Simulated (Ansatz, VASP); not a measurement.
# BN: VASP beside Ansatz

```
CELL_PARAMETERS angstrom
0.00000 1.75174 1.75174
1.75174 0.00000 1.75174
1.75174 1.75174 0.00000
ATOMIC_POSITIONS crystal
B 0.00000 0.00000 0.00000
N 0.50000 0.50000 0.50000
```

Alike in both runs: functional PBE; k mesh 16 × 16 × 16; occupations fermi-dirac, width 0.05 eV; no spin polarisation.

Ansatz relaxed the structure, and its values are those at the end. VASP's run is a single point on that final structure, the one shown.

|  | VASP | Ansatz |
| --- | --- | --- |
| version | VASP 6.6.1 | Ansatz 0.2.0 |
| potentials or method | VASP PAW PBE potentials, release 64 (B, N) | PAW with Ansatz's default frozen-core files, scalar-relativistic |
| plane-wave cutoff (eV) | 600 | 420 |
| valence electrons in the cell | 8 | 8 |

Ansatz gave:

```
pressure (GPa) : 0.0
```

Which values does VASP return?

Pressure (GPa): -0.3.
